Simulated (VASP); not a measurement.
Set up this calculation in VASP 6.6.1, as the native input.

```yaml
Task: single point
Functional: PBE
Potentials_or_basis: VASP PAW PBE potentials, release 64 (B, N)
Cutoff: 520 eV
k_mesh: 12 × 12 × 12
Occupations: gaussian, width 0.02 eV
Spin: no spin polarisation
Dipole_correction: no
Further_INCAR_settings: ALGO = Normal; EDIFF = 1e-07; NBANDS = 11
```

The structure of BN lies in POSCAR:

```
BN
1.0
    0.0000000000      1.8123307207      1.8123307207
    1.8123307207      0.0000000000      1.8123307207
    1.8123307207      1.8123307207      0.0000000000
B N
1 1
Direct
    0.0000000000      0.0000000000      0.0000000000
    0.7500000000      0.7500000000      0.7500000000
```

The input as run:

INCAR

```
SYSTEM = BN
PREC = Accurate ; ENCUT = 520
EDIFF = 1E-7 ; ISMEAR = 0
SIGMA = 0.02 ; LREAL = .False.
LASPH = .True. ; NELM = 80
ALGO = Normal ; ISIF = 2
LWAVE = .False. ; LCHARG = .True.
GGA = PE ; LELF = .True.
LVHAR = .True. ; NBANDS = 11
```

KPOINTS

```
Automatic mesh
0
Gamma
  12 12 12
  0 0 0
```

Potentials or basis: VASP PAW PBE potentials, release 64 (B, N).

Run with:

```bash
$ cat potpaw_PBE.64/B/POTCAR potpaw_PBE.64/N/POTCAR > POTCAR
$ mpirun -np 1 vasp_std > vasp.out
```

Results of the run:

```
Pressure               : 0.2 GPa
Band gap on the k mesh : 4.45 eV, indirect (least direct gap 8.78 eV)
```

Run time: 9.3 s on 1 thread of Intel(R) Xeon(R) 6975P-C (Granite Rapids) (shared host), peak memory 0.12 GiB.
